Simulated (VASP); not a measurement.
A run of VASP 6.6.1 is set up as follows.

The input POSCAR:

```
ZrB2
1.0
    3.1700000000      0.0000000000      0.0000000000
   -1.5850000000      2.7453005300      0.0000000000
    0.0000000000      0.0000000000      3.5330000000
Zr B
1 2
Direct
    0.0000000000      0.0000000000      0.0000000000
    0.6666666667      0.3333333333      0.5000000000
    0.3333333333      0.6666666667      0.5000000000
```

The input INCAR.step1:

```
SYSTEM = ZrB2
PREC = Accurate ; ENCUT = 520
EDIFF = 1E-5 ; ISMEAR = -1
SIGMA = 0.05 ; LREAL = .FALSE.
LASPH = .TRUE. ; NELM = 80
ALGO = Normal ; ISIF = 2
LWAVE = .TRUE. ; GGA = PE
NBANDS = 16
```

The input INCAR.step2:

```
SYSTEM = ZrB2
PREC = Accurate ; ENCUT = 520
EDIFF = 1E-7 ; ISMEAR = -1
SIGMA = 0.05 ; LREAL = .FALSE.
LASPH = .TRUE. ; NELM = 80
ALGO = Normal ; ISIF = 2
LWAVE = .FALSE. ; LCHARG = .TRUE.
GGA = PE ; LHFCALC = .TRUE.
HFSCREEN = 0.2079 ; PRECFOCK = Normal
LELF = .TRUE. ; LVHAR = .TRUE.
ISTART = 1 ; NBANDS = 16
```

The input KPOINTS:

```
Automatic mesh
0
G
  6 6 4
  0 0 0
```

Potentials or basis: VASP PAW PBE potentials, release 64 (Zr_sv, B).

Command:

```console
$ cat potpaw_PBE.64/Zr_sv/POTCAR potpaw_PBE.64/B/POTCAR > POTCAR
$ cp INCAR.step1 INCAR
$ mpirun -np 1 vasp_std > vasp.out
$ cp INCAR.step2 INCAR
$ mpirun -np 1 vasp_std > vasp.out
```

(1) Estimate the band gap on the k mesh.

(2) What does it give for the pressure?

Results:

(1) zero (bands 9 and 10 overlap by 0.82 eV).

(2) -2.0 GPa.

Caveat: the k points lie up to 0.44 Å⁻¹ apart, too coarse for converged energies and pressures of a metal; the PAW data sets were made with another functional, which shifts forces and pressure a little.
